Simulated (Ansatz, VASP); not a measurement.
**Two plane-wave programs on C3N**

```
C N
1.0
     3.71024    0.00000    0.00000
    -1.85512    3.21316    0.00000
     0.00000    0.00000    6.39101
C N
6 2
Direct
  0.76038 0.00000 0.75000
  0.76038 0.76038 0.25000
  0.23962 0.00000 0.25000
  0.23962 0.23962 0.75000
  0.00000 0.76038 0.75000
  0.00000 0.23962 0.25000
  0.00000 0.00000 0.50000
  0.00000 0.00000 0.00000
```

Change from the starting cell: species swapped into the ZrBr3 type (P6_3/mcm, No. 193).

Alike in both runs: functional PBE; k mesh 12 × 12 × 6; occupations gaussian, width 0.1 eV; no spin polarisation.

Ansatz relaxed the structure, and its values are those at the end. VASP's run is a single point on that final structure, the one shown.

|  | VASP | Ansatz |
| --- | --- | --- |
| version | VASP 6.6.1 | Ansatz 0.2.0 |
| potentials or method | VASP PAW PBE potentials, release 64 (C_h, N_h), cutoff 910 eV | scalar-relativistic, plane waves, PAW |
| valence electrons in the cell | 34 | 34 |

|  | VASP | Ansatz | Ansatz less VASP |
| --- | --- | --- | --- |
| gap on the k mesh at the Fermi level (eV) | none | none | - |
| rms of the force components (eV/Å) | 0.004 | 0.001 | -0.0039 |

A gap of «none» marks a metal or a gap that the smearing closes. The functional is the same, so the differences come from potentials, cutoffs and numerics.

Noted on VASP's run: the cutoff is under 1.25 times that of the potentials, so the pressure is a little rough.
